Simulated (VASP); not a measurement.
Here is a VASP 6.6.1 calculation.

INCAR

```
PREC = Accurate ; ENCUT = 520
EDIFF = 1E-6 ; ISMEAR = -1
SIGMA = 0.02 ; LREAL = F
LASPH = T ; NELM = 60
ALGO = Normal ; ISIF = 2
LWAVE = F ; LCHARG = F
GGA = PE ; NBANDS = 15
```

Contents of KPOINTS:

```
Automatic mesh
0
Gamma
  12 12 10
```

POSCAR

```
TaN
1.0
    2.9379988584      0.0000000000      0.0000000000
   -1.4689994292      2.5443816477      0.0000000000
    0.0000000000      0.0000000000      2.9406600000
Ta N
1 1
Direct
    0.3333333333      0.6666666667      0.5000000000
    0.0000000000      0.0000000000      0.0000000000
```

Potentials or basis: VASP PAW PBE potentials, release 64 (Ta_pv, N).

Run with:

```bash
$ cat potpaw_PBE.64/Ta_pv/POTCAR potpaw_PBE.64/N/POTCAR > POTCAR
$ mpirun -np 1 vasp_std > vasp.out
```

(1) Estimate the pressure.

(2) Predict the band gap on the k mesh.

## Answers

(1) -1.9 GPa.

(2) zero (band 8 reaches 8.30 eV, above the bottom of band 9 at 7.94 eV).

Caveat: the cell differs from its parent crystal (zz strain of +2 %); spin-orbit coupling is left out, which moves the levels of the heavy elements.
